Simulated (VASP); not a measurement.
Here is a VASP 6.6.1 calculation.

Contents of POSCAR:

```
Ti
1.0
   11.3000000000      0.0000000000      0.0000000000
    0.0000000000      9.3000000000      0.0000000000
    0.0000000000      0.0000000000      2.6865904277
Ti
2
Direct
    0.3990678166      0.5000000000      0.0000000000
    0.6009321834      0.5000000000      0.5000000000
```

File INCAR.step1:

```
PREC = Accurate
ENCUT = 520
ISMEAR = 0
SIGMA = 0.05
LREAL = F
LASPH = T
NELM = 150
ISPIN = 2
MAGMOM = 1.5 1.5
LMAXMIX = 4
NBANDS = 23
GGA = PE
ALGO = Normal
EDIFF = 1E-4
LWAVE = T
LCHARG = F
```

File INCAR.step2:

```
PREC = Accurate
ENCUT = 520
EDIFF = 1E-6
ISMEAR = 0
SIGMA = 0.05
LREAL = F
LASPH = T
NELM = 150
ALGO = Normal
ISIF = 2
LWAVE = F
LCHARG = F
ISPIN = 2
MAGMOM = 1.5 1.5
LORBIT = 11
LMAXMIX = 4
METAGGA = R2SCAN
LMIXTAU = T
NBANDS = 23
ISTART = 1
```

Contents of KPOINTS:

```
regular mesh
0
Gamma
  1 1 24
```

Potentials or basis: VASP PAW PBE potentials, release 64 (Ti_sv).

Launch:

```bash
$ cat potpaw_PBE.64/Ti_sv/POTCAR > POTCAR
$ cp INCAR.step1 INCAR
$ mpirun -np 1 vasp_std > vasp.out
$ cp INCAR.step2 INCAR
$ mpirun -np 1 vasp_std > vasp.out
```

**Question.** Estimate the largest force.

**Answer.** 1.789 eV/Å.

**Question.** What does it give for the net moment?

**Answer.** 0.08 μB per cell.

Forces on the atoms (eV/Å):
```
Ti   1.789  0.000  0.000
Ti  -1.789  0.000  0.000
```

Caveat: a moment this small can come from the mesh or the smearing; the PAW data sets were made with another functional, which shifts forces and pressure a little.
